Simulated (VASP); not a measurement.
Set up this calculation in VASP 6.6.1, as the native input.

| Item | Value |
| --- | --- |
| Task | relaxation of cell and atoms |
| Functional | revPBE |
| Potentials or basis | VASP PAW PBE potentials, release 64 (Te) |
| Cutoff | 600 eV |
| k mesh | 8 × 8 × 8 |
| Occupations | fermi-dirac, width 0.1 eV |
| Spin | no spin polarisation |
| Dipole correction | no |
| Further INCAR settings | ALGO = Normal; EDIFF = 1e-07; IBRION = 2; EDIFFG = -0.01; NSW = 80; ISIF = 3 |

The structure of Te lies in POSCAR:

```
Te
1.0
    0.0000000000      3.3891640866      3.3891640866
    3.3891640866      0.0000000000      3.3891640866
    3.3891640866      3.3891640866      0.0000000000
Te
2
Direct
    0.1250000000      0.1250000000      0.1250000000
    0.8750000000      0.8750000000      0.8750000000
```

This isn't the form of Te at room conditions, which is trigonal, of chains.

The input as run:

INCAR

```
SYSTEM = Te
PREC = Accurate
ENCUT = 600
EDIFF = 1E-7
ISMEAR = -1
SIGMA = 0.1
LREAL = .False.
LASPH = .True.
NELM = 80
ALGO = Normal
ISIF = 3
LWAVE = .False.
LCHARG = .False.
GGA = RE
IBRION = 2
NSW = 80
EDIFFG = -0.01
```

KPOINTS

```
Automatic mesh
0
Gamma
  8 8 8
  0 0 0
```

Potentials or basis: VASP PAW PBE potentials, release 64 (Te).

Run with:

```console
$ cat potpaw_PBE.64/Te/POTCAR > POTCAR
$ mpirun -np 1 vasp_std > vasp.out
```

Results of the run:

```yaml
Relaxed_volume: 47.71 Å³/atom
Relaxed_cell: a = 5.129 Å, b = 5.129 Å, c = 5.129 Å, α = 60.00°, β = 60.00°, γ = 60.00°
Space_group_after_relaxing_to_0.1_Å: Fd-3m (No. 227)
Energy_gained_by_relaxing: 172.9 meV/atom
Ionic_steps: 4
Pressure_after_relaxing: 0.0 GPa
Band_gap_on_the_k_mesh: zero (bands 6 and 7 overlap by 0.89 eV)
```

Caveat: the volume moved by over 15 % at a fixed basis, so the end points are rough; the PAW data sets were made with another functional, which shifts forces and pressure a little; spin-orbit coupling is left out, which moves the levels of the heavy elements.

Run time: 2.7 min on 1 thread of Intel Xeon 8259CL, with other jobs on the host, peak memory 0.25 GiB.
